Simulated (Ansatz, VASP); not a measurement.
**Two plane-wave programs on MnS**

```
CELL_PARAMETERS angstrom
0.00000 2.80000 2.80000
2.80000 0.00000 2.80000
2.80000 2.80000 0.00000
ATOMIC_POSITIONS crystal
Mn 0.00000 0.00000 0.01000
S 0.25000 0.25000 0.25000
```

Alike in both runs: task single point; functional PBEsol; dispersion D3(BJ); k mesh 5 × 5 × 5; occupations fermi-dirac, width 0.01 eV; collinear spin.

```csv
,VASP,Ansatz
version,VASP 6.6.1,Ansatz 0.2.0
potentials or method,"VASP PAW PBE potentials, release 64 (Mn_pv, S), cutoff 520 eV","plane waves, PAW"
valence electrons in the cell,19,21
```

```tsv
	VASP	Ansatz	Ansatz less VASP
gap on the k mesh at the Fermi level (eV)	none	none	-
rms of the force components (eV/Å)	0.113	0.113	-0.0005
net moment per atom (μB)	2.47	2.47	0.000
size of the moment on the site where the two differ most (μB)	4.33	4.14	-0.196
```

VASP's potentials were made for PBE, not for PBEsol. Site moments also hang on the region over which each program counts them. Atom by atom the forces differ by 0.001 eV/Å (rms over components). A gap of «none» marks a metal or a gap that the smearing closes. VASP's potentials hold 19 valence electrons a cell and Ansatz's 21, so a difference there can come from the potentials and not from the codes. Ansatz's warnings: given moment on shells, stability check not made.

The k mesh is coarse, so the values compare programs but aren't converged.
